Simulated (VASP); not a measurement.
# InSb (F-43m) in VASP: notebook, part 2 of 2

VASP 6.6.1.

## 4. Relaxation of cell and atoms, r2SCAN, target pressure 7 GPa, at which the enthalpy is minimised

POSCAR reads:

```
InSb
1.0
    0.0000000000      3.2780072950      3.2780072950
    3.2780072950      0.0000000000      3.2780072950
    3.2780072950      3.2780072950      0.0000000000
In Sb
1 1
Direct
    0.0000000000      0.0000000000      0.0000000000
    0.7500000000      0.7500000000      0.7500000000
```

INCAR.step1 reads:

```
SYSTEM = InSb
  ALGO = Normal
  EDIFF = 1E-4
  ENCUT = 600
  GGA = PE
  ISMEAR = -1
  LASPH = .True.
  LCHARG = .False.
  LREAL = .False.
  LWAVE = .True.
  NELM = 80
  PREC = Accurate
  SIGMA = 0.1
```

INCAR.step2 reads:

```
SYSTEM = InSb
  ALGO = Normal
  EDIFF = 1E-7
  EDIFFG = -0.002
  ENCUT = 600
  IBRION = 2
  ISIF = 3
  ISMEAR = -1
  ISTART = 1
  LASPH = .True.
  LCHARG = .False.
  LMIXTAU = .True.
  LREAL = .False.
  LWAVE = .False.
  METAGGA = R2SCAN
  NELM = 80
  NSW = 100
  PREC = Accurate
  PSTRESS = 70.0
  SIGMA = 0.1
```

KPOINTS reads:

```
k-points
0
Gamma
  12 12 12
  0 0 0
```

On the command line:

```
cat potpaw_PBE.64/In_d/POTCAR potpaw_PBE.64/Sb/POTCAR > POTCAR
cp INCAR.step1 INCAR
mpirun -np 1 vasp_std > vasp.out
cp INCAR.step2 INCAR
mpirun -np 1 vasp_std > vasp.out
```

It took 51 min on 1 thread of Oxide Virtual Turin-like, shared host; peak memory 0.3 GiB.

The run converged. Its results:

```
Free energy                                                : -48.6142 eV
Relaxed volume                                             : 31.25 Å³/atom
Relaxed cell                                               : a = 4.454 Å, b = 4.454 Å, c = 4.454 Å, α = 60.00°, β = 60.00°, γ = 60.00°
Space group after relaxing (to 0.1 Å)                      : F-43m (No. 216)
Energy change on relaxing (the run minimises the enthalpy) : +77.9 meV/atom
Ionic steps                                                : 6
Pressure after relaxing                                    : 7.0 GPa
Band gap on the k mesh                                     : 0.77 eV
```

Step by step:
```csv
step,energy change (eV),largest force (eV/Å),pressure (GPa),volume (Å³)
1,0.0000,0.0000,0.03,70.45
2,0.6342,0.0000,17.39,55.95
3,0.1498,0.0000,6.85,62.63
4,0.1563,0.0000,7.02,62.48
5,0.1549,0.0000,6.99,62.51
6,0.1558,0.0000,7.01,62.49
```

Final structure:
```
In Sb
1.0
     0.00000    3.14967    3.14967
     3.14967    0.00000    3.14967
     3.14967    3.14967    0.00000
In Sb
1 1
Direct
  0.00000 0.00000 0.00000
  0.75000 0.75000 0.75000
```

Levels at points of the mesh, in eV from the valence-band top:
```csv
k point,band 5,band 6,band 7,band 8,band 9,band 10,band 11,band 12,band 13
"(0.00, 0.00, 0.00)",-15.18,-11.72,0.00,0.00,0.00,0.77,3.19,3.19,3.19
"(0.50, 0.00, 0.00)",-15.17,-10.03,-6.23,-1.19,-1.19,1.01,4.09,4.09,6.42
"(0.50, 0.50, 0.00)",-15.16,-9.27,-6.48,-2.67,-2.67,1.41,1.49,9.27,9.27
```

Caveat: the cell is relaxed towards a set pressure, so the run minimises the enthalpy, not the energy; semilocal functionals underestimate gaps, and a narrow one can read as zero; the PAW data sets were made with another functional, which shifts forces and pressure a little; spin-orbit coupling is left out, which moves the levels of the heavy elements. A k mesh can miss the band edges.

## 5. Relaxation of cell and atoms, r2SCAN, target pressure 10 GPa, at which the enthalpy is minimised

POSCAR is that of step 4.

INCAR.step1 reads:

```
PREC = Accurate
ENCUT = 600
ISMEAR = -1
SIGMA = 0.1
LREAL = F
LASPH = T
NELM = 60
GGA = PE
ALGO = Normal
EDIFF = 1E-4
LWAVE = T
LCHARG = F
```

INCAR.step2 reads:

```
PREC = Accurate
ENCUT = 600
EDIFF = 1E-6
ISMEAR = -1
SIGMA = 0.1
LREAL = F
LASPH = T
NELM = 60
ALGO = Normal
ISIF = 3
LWAVE = F
LCHARG = F
METAGGA = R2SCAN
LMIXTAU = T
IBRION = 2
NSW = 100
EDIFFG = -0.002
PSTRESS = 100.0
ISTART = 1
```

KPOINTS reads:

```
Automatic mesh
0
Gamma
  12 12 12
```

On the command line:

```
cat potpaw_PBE.64/In_d/POTCAR potpaw_PBE.64/Sb/POTCAR > POTCAR
cp INCAR.step1 INCAR
mpirun -np 1 vasp_std > vasp.out
cp INCAR.step2 INCAR
mpirun -np 1 vasp_std > vasp.out
```

It took 62 min on 1 thread of Oxide Virtual Turin-like, shared host; peak memory 0.3 GiB.

It converged, with:

- Free energy: -48.4937 eV
- Relaxed volume: 30.10 Å³/atom
- Relaxed cell: a = 4.399 Å, b = 4.399 Å, c = 4.399 Å, α = 60.00°, β = 60.00°, γ = 60.00°
- Space group after relaxing (to 0.1 Å): F-43m (No. 216)
- Energy change on relaxing (the run minimises the enthalpy): +138.1 meV/atom
- Ionic steps: 7
- Pressure after relaxing: 10.0 GPa
- Band gap on the k mesh: 1.01 eV

Step by step:
```tsv
step	energy change (eV)	largest force (eV/Å)	pressure (GPa)	volume (Å³)
1	0.0000	0.0000	0.02	70.45
2	1.4782	0.0000	32.23	50.36
3	0.2536	0.0000	9.48	60.58
4	0.2716	0.0000	9.90	60.28
5	0.2837	0.0000	10.18	60.09
6	0.2670	0.0000	9.79	60.36
7	0.2762	0.0000	10.01	60.21
```

Final structure:
```yaml
crystal:
  lattice:
    - [0.00000, 3.11085, 3.11085]
    - [3.11085, 0.00000, 3.11085]
    - [3.11085, 3.11085, 0.00000]
  atoms:
    - { symbol: In, position: [0.00000, 0.00000, 0.00000] }
    - { symbol: Sb, position: [0.75000, 0.75000, 0.75000] }
```

Levels at points of the mesh, in eV from the valence-band top:
```csv
k point,band 7,band 8,band 9,band 10,band 11,band 12
"(0.00, 0.00, 0.00)",0.00,0.00,0.00,1.01,3.17,3.17
"(0.50, 0.00, 0.00)",-6.45,-1.26,-1.26,1.09,4.08,4.08
"(0.50, 0.50, 0.00)",-6.67,-2.82,-2.82,1.33,1.45,9.50
```

Caveat: the cell is relaxed towards a set pressure, so the run minimises the enthalpy, not the energy; the PAW data sets were made with another functional, which shifts forces and pressure a little; spin-orbit coupling is left out, which moves the levels of the heavy elements.

## 6. The runs side by side

```tsv
cell	gap on the mesh (eV)	pressure (GPa)
relaxed to 2 GPa	0.27	2.0
relaxed to 4 GPa	0.49	4.0
relaxed to 7 GPa	0.77	7.0
relaxed to 10 GPa	1.01	10.0
```

Alike in all rows: task relaxation of cell and atoms; level r2SCAN; potentials or basis VASP PAW PBE potentials, release 64 (In_d, Sb); no spin polarisation; k mesh 12 × 12 × 12; cutoff (eV) 600; smearing fermi-dirac 0.1 eV.

Caveats: the cell is relaxed towards a set pressure, so the run minimises the enthalpy, not the energy; the PAW data sets were made with another functional, which shifts forces and pressure a little; spin-orbit coupling is left out, which moves the levels of the heavy elements; semilocal functionals underestimate gaps, and a narrow one can read as zero (at least some runs).

Absolute energies hang on the potentials; compare differences alone.
